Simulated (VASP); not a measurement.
# SrTiO3 (Pm-3m) in VASP: vibrations by perturbation theory with LDA

Aim: the vibrations by perturbation theory of SrTiO3 with LDA.

Program: VASP 6.6.1. These are calculated values, not measurements. Logs are shortened: lines on timing, memory, paths and dates and some standing lists are left out, and cuts for length are marked.

### 1 The cell of the first run

It takes space group Pm-3m (No. 221, cubic). The conventional cell has a = 3.855 Å, b = 3.855 Å, c = 3.855 Å, α = 90.00°, β = 90.00°, γ = 90.00°. Within 3.6 Å of Sr (site symmetry m-3m) lie 12 O at 2.73 Å and 8 Ti at 3.34 Å. Ti (site symmetry m-3m) has 6 O at 1.93 Å within 2.6 Å. Within 2.6 Å of O (site symmetry 4/mmm) lie 2 Ti at 1.93 Å.

### 2 Vibrations by perturbation theory, LDA

Input file INCAR:

```
SYSTEM = SrTiO3
  ALGO = Normal
  EDIFF = 1E-8
  ENCUT = 600
  GGA = CA
  GGA_COMPAT = .FALSE.
  IBRION = 8
  ISIF = 2
  ISMEAR = 0
  LASPH = .TRUE.
  LCHARG = .TRUE.
  LEPSILON = .TRUE.
  LREAL = .FALSE.
  LWAVE = .FALSE.
  NBANDS = 28
  NELM = 120
  NSW = 1
  PREC = Accurate
  SIGMA = 0.01
```

Input file KPOINTS:

```
k-points
0
G
  6 6 6
  0 0 0
```

Input file POSCAR:

```
SrTiO3
1.0
    3.8547715947      0.0000000000      0.0000000000
    0.0000000000      3.8547715947      0.0000000000
    0.0000000000      0.0000000000      3.8547715947
Sr Ti O
1 1 3
Direct
    0.0000000000      0.0000000000      0.0000000000
    0.5000000000      0.5000000000      0.5000000000
    0.5000000000      0.0000000000      0.5000000000
    0.5000000000      0.5000000000      0.0000000000
    0.0000000000      0.5000000000      0.5000000000
```

Potentials or basis: VASP PAW LDA potentials, release 64 (Sr_sv, Ti_sv, O).

Command:

```console
$ cat potpaw_LDA.64/Sr_sv/POTCAR potpaw_LDA.64/Ti_sv/POTCAR potpaw_LDA.64/O/POTCAR > POTCAR
$ mpirun -np 1 vasp_std > vasp.out
```

OUTCAR:

```text
SYSTEM = SrTiO3
   EDIFF = 1E-8
   ENCUT = 600
   GGA = CA
   IBRION = 8
   ISIF = 2
   ISMEAR = 0
   LASPH = .TRUE.
   LEPSILON = .TRUE.
   LREAL = .FALSE.
   NELM = 120
   NSW = 1
   PREC = Accurate

 ion  position               nearest neighbor table
   1  0.000  0.000  0.000-   3 2.73   4 2.73   5 2.73   3 2.73   5 2.73   4 2.73   5 2.73   5 2.73
                             3 2.73   4 2.73   3 2.73   4 2.73   2 3.34   2 3.34   2 3.34   2 3.34
   2  0.500  0.500  0.500-   3 1.93   4 1.93   5 1.93   4 1.93   3 1.93   5 1.93   1 3.34   1 3.34
                             1 3.34   1 3.34   1 3.34   1 3.34   1 3.34   1 3.34
   3  0.500  0.000  0.500-   2 1.93   2 1.93   1 2.73   1 2.73   1 2.73   1 2.73
   4  0.500  0.500  0.000-   2 1.93   2 1.93   1 2.73   1 2.73   1 2.73   1 2.73
   5  0.000  0.500  0.500-   2 1.93   2 1.93   1 2.73   1 2.73   1 2.73   1 2.73

  LATTYP: Found a simple cubic cell.
 ALAT       =     3.8547715947

  Lattice vectors:

 A1 = (   3.8547715947,   0.0000000000,   0.0000000000)
 A2 = (   0.0000000000,   3.8547715947,   0.0000000000)
 A3 = (   0.0000000000,   0.0000000000,   3.8547715947)

Analysis of symmetry for initial positions (statically):
=====================================================================
 Subroutine PRICEL returns:
 Original cell was already a primitive cell.

 Routine SETGRP: Setting up the symmetry group for a
 simple cubic supercell.

 Subroutine GETGRP returns: Found 48 space group operations
 (whereof 48 operations were pure point group operations)
 out of a pool of 48 trial point group operations.

The static configuration has the point symmetry O_h .

Analysis of symmetry for dynamics (positions and initial velocities):
=====================================================================
 Subroutine PRICEL returns:
 Original cell was already a primitive cell.

 Routine SETGRP: Setting up the symmetry group for a
 simple cubic supercell.

 Subroutine GETGRP returns: Found 48 space group operations
 (whereof 48 operations were pure point group operations)
 out of a pool of 48 trial point group operations.

The dynamic configuration has the point symmetry O_h .

 Subroutine INISYM returns: Found 48 space group operations
 (whereof 48 operations are pure point group operations),
 and found     1 'primitive' translations

----------------------------------------------------------------------------------------

                                     Primitive cell

  volume of cell :      57.2791

  direct lattice vectors                    reciprocal lattice vectors
     3.854771595  0.000000000  0.000000000     0.259418743  0.000000000  0.000000000
     0.000000000  3.854771595  0.000000000     0.000000000  0.259418743  0.000000000
     0.000000000  0.000000000  3.854771595     0.000000000  0.000000000  0.259418743

  length of vectors
     3.854771595  3.854771595  3.854771595     0.259418743  0.259418743  0.259418743

  position of ions in fractional coordinates (direct lattice)
     0.000000000  0.000000000  0.000000000
     0.500000000  0.500000000  0.500000000
[... 835 lines left out ...]
 -----------------------------------------------------------------------------
    -0.00316  0.00000 -0.00000
     0.00000  0.00209  0.00000
    -0.00000 -0.00000 -0.00316

 MACROSCOPIC STATIC DIELECTRIC TENSOR (including local field effects in DFT)
 ------------------------------------------------------
           6.420001    -0.000000    -0.000000
           0.000000     6.420001     0.000000
          -0.000000     0.000000     6.420001
 ------------------------------------------------------

 PIEZOELECTRIC TENSOR (including local field effects)  for field in x, y, z        (e  Angst)
          XX          YY          ZZ          XY          YZ          ZX
  --------------------------------------------------------------------------------
  x     0.00000     0.00000     0.00000     0.00000     0.00000     0.00000
  y     0.00000     0.00000     0.00000     0.00000     0.00000     0.00000
  z     0.00000     0.00000     0.00000     0.00000     0.00000     0.00000

 PIEZOELECTRIC TENSOR (including local field effects)  for field in x, y, z        (C/m^2)
          XX          YY          ZZ          XY          YZ          ZX
  --------------------------------------------------------------------------------
  x     0.00000     0.00000     0.00000     0.00000     0.00000     0.00000
  y     0.00000     0.00000     0.00000     0.00000     0.00000     0.00000
  z     0.00000     0.00000     0.00000     0.00000     0.00000     0.00000

 BORN EFFECTIVE CHARGES (including local field effects) (in |e|, cummulative output)
 ---------------------------------------------------------------------------------
 ion    1
    1     2.55917     0.00000     0.00000
    2     0.00000     2.55917     0.00000
    3     0.00000     0.00000     2.55917
 ion    2
    1     7.41264    -0.00000     0.00000
    2     0.00000     7.41264     0.00000
    3    -0.00000    -0.00000     7.41264
 ion    3
    1    -2.07657     0.00000    -0.00000
    2     0.00000    -5.81867     0.00000
    3     0.00000     0.00000    -2.07657
 ion    4
    1    -2.07657     0.00000     0.00000
    2     0.00000    -2.07657     0.00000
    3     0.00000    -0.00000    -5.81867
 ion    5
    1    -5.81867     0.00000     0.00000
    2     0.00000    -2.07657    -0.00000
    3    -0.00000     0.00000    -2.07657

 INTERNAL STRAIN TENSOR FOR ION    5 for displacements in x,y,z  (eV/Angst):
          X           Y           Z          XY          YZ          ZX
  --------------------------------------------------------------------------------
  x     0.00000     0.00000     0.00000     0.00000     0.00000     0.00000
  y     0.00000     0.00000     0.00000     0.00000     0.00000     0.00000
  z     0.00000     0.00000     0.00000     0.00000     0.00000     0.00000

 SECOND DERIVATIVES (NOT SYMMETRIZED)
 ------------------------------------
               1X          1Y          1Z          2X          2Y          2Z          3X          3Y          3Z          4X          4Y          4Z          5X          5Y          5Z
  1X    -4.026299    0.000000   -0.000000    3.262098    0.000000   -0.000000   -0.225348    0.000000    0.000000   -0.225348   -0.000000   -0.000000    1.214896    0.000000   -0.000000
  1Y     0.000000   -4.026299   -0.000000    0.000000    3.262098   -0.000000    0.000000    1.214896   -0.000000   -0.000000   -0.225348   -0.000000   -0.000000   -0.225348    0.000000
  1Z     0.000000   -0.000000   -4.026299    0.000000   -0.000000    3.262098    0.000000   -0.000000   -0.225348    0.000000   -0.000000    1.214896    0.000000    0.000000   -0.225348
  2X     3.254250    0.000000    0.000000   -3.454854   -0.000000   -0.000000   -0.604426   -0.000000    0.000000   -0.604426   -0.000000    0.000000    1.409456   -0.000000    0.000000
  2Y     0.000000    3.254250    0.000000   -0.000000   -3.454854   -0.000000    0.000000    1.409456    0.000000   -0.000000   -0.604426   -0.000000    0.000000   -0.604426    0.000000
  2Z     0.000000    0.000000    3.254250   -0.000000   -0.000000   -3.454854   -0.000000   -0.000000   -0.604426    0.000000    0.000000    1.409456   -0.000000   -0.000000   -0.604426
  3X    -0.227959    0.000000    0.000000   -0.642707    0.000000    0.000000   -3.880225    0.000000    0.000000   -0.947271    0.000000    0.000000    5.698161    0.000000    0.000000
  3Y     0.000000    1.185021   -0.000000    0.000000    1.433893   -0.000000    0.000000  -13.989125   -0.000000    0.000000    5.685105   -0.000000    0.000000    5.685105    0.000000
  3Z     0.000000    0.000000   -0.227959    0.000000    0.000000   -0.642707    0.000000    0.000000   -3.880225    0.000000    0.000000    5.698161    0.000000    0.000000   -0.947271
  4X    -0.227959    0.000000    0.000000   -0.642707    0.000000    0.000000   -0.947271    0.000000    0.000000   -3.880225    0.000000    0.000000    5.698161    0.000000    0.000000
  4Y     0.000000   -0.227959    0.000000    0.000000   -0.642707    0.000000    0.000000    5.698161    0.000000    0.000000   -3.880225    0.000000    0.000000   -0.947271    0.000000
  4Z    -0.000000   -0.000000    1.185021   -0.000000   -0.000000    1.433893    0.000000   -0.000000    5.685105   -0.000000   -0.000000  -13.989125   -0.000000    0.000000    5.685105
  5X     1.185021    0.000000   -0.000000    1.433893    0.000000   -0.000000    5.685105    0.000000    0.000000    5.685105    0.000000   -0.000000  -13.989125    0.000000   -0.000000
  5Y     0.000000   -0.227959    0.000000    0.000000   -0.642707    0.000000    0.000000    5.698161    0.000000    0.000000   -0.947271    0.000000    0.000000   -3.880225    0.000000
  5Z     0.000000    0.000000   -0.227959    0.000000    0.000000   -0.642707    0.000000    0.000000   -0.947271    0.000000    0.000000    5.698161    0.000000    0.000000   -3.880225

 Eigenvectors and eigenvalues of the dynamical matrix
 ----------------------------------------------------

   1 f  =   16.916793 THz   106.291342 2PiTHz  564.283459 cm-1    69.962201 meV
             X         Y         Z           dx          dy          dz
      0.000000  0.000000  0.000000    -0.013781    0.022049   -0.000000
      1.927386  1.927386  1.927386    -0.028460    0.045536   -0.000000
      1.927386  0.000000  1.927386    -0.188017   -0.731811   -0.000000
      1.927386  1.927386  0.000000    -0.188017    0.300826    0.000000
      0.000000  1.927386  1.927386     0.457384    0.300826   -0.000000
[... 105 lines left out ...]
  15 f/i=    0.075652 THz     0.475338 2PiTHz    2.523494 cm-1     0.312873 meV
             X         Y         Z           dx          dy          dz
      0.000000  0.000000  0.000000    -0.530638    0.417117   -0.002527
      1.927386  1.927386  1.927386    -0.388589    0.305457   -0.001851
      1.927386  0.000000  1.927386    -0.250091    0.193198   -0.001191
      1.927386  1.927386  0.000000    -0.250091    0.196589   -0.001171
      0.000000  1.927386  1.927386    -0.245777    0.196589   -0.001191

--------------------------------------------------------------------------------------------------------

 MACROSCOPIC STATIC DIELECTRIC TENSOR IONIC CONTRIBUTION
 ------------------------------------------------------
         645.024482     0.000000    -0.000000
           0.000000   645.024482     0.000000
          -0.000000     0.000000   645.024482
 ------------------------------------------------------

 ELASTIC MODULI CONTR FROM IONIC RELAXATION (kBar)
 Direction    XX          YY          ZZ          XY          YZ          ZX
 --------------------------------------------------------------------------------
 XX           0.0000      0.0000      0.0000      0.0000      0.0000      0.0000
 YY           0.0000      0.0000      0.0000      0.0000      0.0000      0.0000
 ZZ           0.0000      0.0000      0.0000      0.0000      0.0000      0.0000
 XY           0.0000      0.0000      0.0000      0.0000      0.0000      0.0000
 YZ           0.0000      0.0000      0.0000      0.0000      0.0000      0.0000
 ZX           0.0000      0.0000      0.0000      0.0000      0.0000      0.0000
 --------------------------------------------------------------------------------

 PIEZOELECTRIC TENSOR IONIC CONTR  for field in x, y, z        (C/m^2)
          XX          YY          ZZ          XY          YZ          ZX
  --------------------------------------------------------------------------------
  x     0.00000     0.00000     0.00000     0.00000     0.00000     0.00000
  y     0.00000     0.00000     0.00000     0.00000     0.00000     0.00000
  z     0.00000     0.00000     0.00000     0.00000     0.00000     0.00000
```

Run time: 46 min. Hardware: 1 thread of Intel Xeon 8259CL, shared host; peak memory 0.53 GiB.

What came out:

```
Electronic dielectric tensor (diagonal)                 : 6.42
Born charges (mean of the diagonal)                     : Sr +2.56; Ti +7.41; O -3.32 e
Highest phonon frequency at Γ, LO-TO splitting left out : 564 cm⁻¹
```

Phonon frequencies in cm⁻¹ (negative: imaginary):
```tsv
q point	frequencies
(0.000, 0.000, 0.000)	-3 -3 -3 58 58 58 174 174 174 223 223 223 564 564 564
```

Electronic dielectric tensor:
```
6.42 0.00 0.00
0.00 6.42 0.00
0.00 0.00 6.42
```

Born effective charge tensors (e):
atom 1, Sr
```
2.56 0.00 0.00
0.00 2.56 0.00
0.00 0.00 2.56
```
atom 2, Ti
```
7.41 0.00 0.00
0.00 7.41 0.00
0.00 0.00 7.41
```
atom 3, O
```
-2.08  0.00  0.00
 0.00 -5.82  0.00
 0.00  0.00 -2.08
```
atom 4, O
```
-2.08  0.00  0.00
 0.00 -2.08  0.00
 0.00  0.00 -5.82
```
atom 5, O
```
-5.82  0.00  0.00
 0.00 -2.08  0.00
 0.00  0.00 -2.08
```
